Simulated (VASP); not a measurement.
Input of a VASP 6.6.1 run:

File INCAR:

```
SYSTEM = SnTe
  PREC = Accurate
  ENCUT = 520
  EDIFF = 1E-7
  ISMEAR = -5
  SIGMA = 0.05
  LREAL = .False.
  LASPH = .True.
  NELM = 150
  ALGO = Normal
  ISIF = 2
  LWAVE = .False.
  LCHARG = .True.
  MAGMOM = 0 0 0 0 0 0
  LORBIT = 11
  LSORBIT = .True.
  GGA_COMPAT = .False.
  LORBMOM = .True.
  GGA = PE
  IVDW = 12
  LVHAR = .True.
  NBANDS = 32
```

KPOINTS

```
regular mesh
0
Gamma
  5 5 5
  0 0 0
```

Contents of POSCAR:

```
SnTe
1.0
    0.0000000000      3.6819707652      3.6819707652
    3.6819707652      0.0000000000      3.6819707652
    3.6819707652      3.6819707652      0.0000000000
Te Sn
1 1
Direct
    0.2488810000      0.2490910000      0.2530040000
   -0.0010650000      0.0075970000     -0.0042960000
```

Potentials or basis: VASP PAW PBE potentials, release 64 (Te, Sn_d).

Run with:

```console
$ cat potpaw_PBE.64/Te/POTCAR potpaw_PBE.64/Sn_d/POTCAR > POTCAR
$ mpirun -np 1 vasp_ncl > vasp.out
```

Question: Estimate the net moment.

Answer: 0.00 μB per cell.

Question: What does it give for the largest force?

Answer: 0.079 eV/Å.

Question: Predict the pressure.

Answer: -1.9 GPa.

Question: Estimate the dispersion energy per atom.

Answer: -0.255 eV.

Stress tensor (GPa, compression positive):
```
-1.87  0.11 -0.10
 0.11 -1.87  0.02
-0.10  0.02 -1.87
```
